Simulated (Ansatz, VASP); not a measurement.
## Two plane-wave programs on La2O3

Contents of INCAR:

```
SYSTEM = La2O3
PREC     = Accurate       ! precision mode
ENCUT    = 600            ! plane-wave cutoff, eV
EDIFF    = 1E-6           ! SCF threshold, eV
ISMEAR   = 0              ! smearing method
SIGMA    = 0.02           ! smearing width, eV
LREAL    = .False.        ! projectors in reciprocal space
LASPH    = .True.         ! aspherical terms in the spheres
NELM     = 60             ! most SCF steps
ALGO     = Normal         ! electronic algorithm
ISIF     = 3              ! what is computed and relaxed
LWAVE    = .False.        ! write WAVECAR
LCHARG   = .False.        ! write CHGCAR
GGA      = PE             ! functional
IBRION   = 2              ! ionic algorithm
NSW      = 100            ! ionic steps
EDIFFG   = -0.002         ! ionic threshold
```

The input KPOINTS:

```
regular mesh
0
Gamma
  9 9 4
  0 0 0
```

POSCAR

```
La2O3
1.0
    3.9307778800      0.0000000000      0.0000000000
   -1.9653889400      3.4041535000      0.0000000000
    0.0000000000      0.0000000000      6.1119535200
La O
2 3
Direct
    0.6666666700      0.3333333300      0.7537643200
    0.3333333300      0.6666666700      0.2462356800
    0.6666666700      0.3333333300      0.3541093500
    0.3333333300      0.6666666700      0.6458906500
    0.0000000000      0.0000000000      0.0000000000
```

Input for Ansatz:

```yaml
crystal:
  lattice:
    - [3.93077788, 0.0, 0.0]
    - [-1.96538894, 3.4041535, 0.0]
    - [0.0, 0.0, 6.11195352]
  atoms:
    - { symbol: La, position: [0.66666667, 0.33333333, 0.75376432] }
    - { symbol: La, position: [0.33333333, 0.66666667, 0.24623568] }
    - { symbol: O, position: [0.66666667, 0.33333333, 0.35410935] }
    - { symbol: O, position: [0.33333333, 0.66666667, 0.64589065] }
    - { symbol: O, position: [0.0, 0.0, 0.0] }
basis:
  ecutwfc: 420
kpoints:
  mp_grid: { grid: [9, 9, 4] }
hamiltonian:
  xc: pbe
  pseudopotentials: { kind: paw, azcp: { folder: soft_1 } }
scf:
  occupations: { method: gaussian, width: 0.02 }
output:
  forces: true
  stress: true
  eigenvalues: true
  write_density: true
  write_potential: true
  elf: true
  volumetric_format: npy
relax:
  adjacent_minimum: "off"
  f_tol: 0.002
  max_steps: 80
  cell: { stress_tol: 0.02 }
```

Alike in both runs: task relaxation of cell and atoms; functional PBE; k mesh 9 × 9 × 4; occupations gaussian, width 0.02 eV; no spin polarisation.

|  | VASP | Ansatz |
| --- | --- | --- |
| version | VASP 6.6.1 | Ansatz 0.2.0 |
| potentials or method | VASP PAW PBE potentials, release 64 (La, O), cutoff 600 eV | scalar-relativistic, plane waves, PAW |
| valence electrons in the cell | 40 | 40 |

VASP gave:

```
gap on the k mesh at the Fermi level, each at its own relaxed structure (eV) : 3.88
relaxed volume (Å³/atom)                                                     : 16.58
relaxed cell length with the largest relative difference (Å)                 : 6.179
```

**Question.** Which values does Ansatz return?

**Answer.** gap on the k mesh at the Fermi level, each at its own relaxed structure (eV): 3.86; relaxed volume (Å³/atom): 16.64; relaxed cell length with the largest relative difference (Å): 6.188.

Spin-orbit coupling is off throughout.
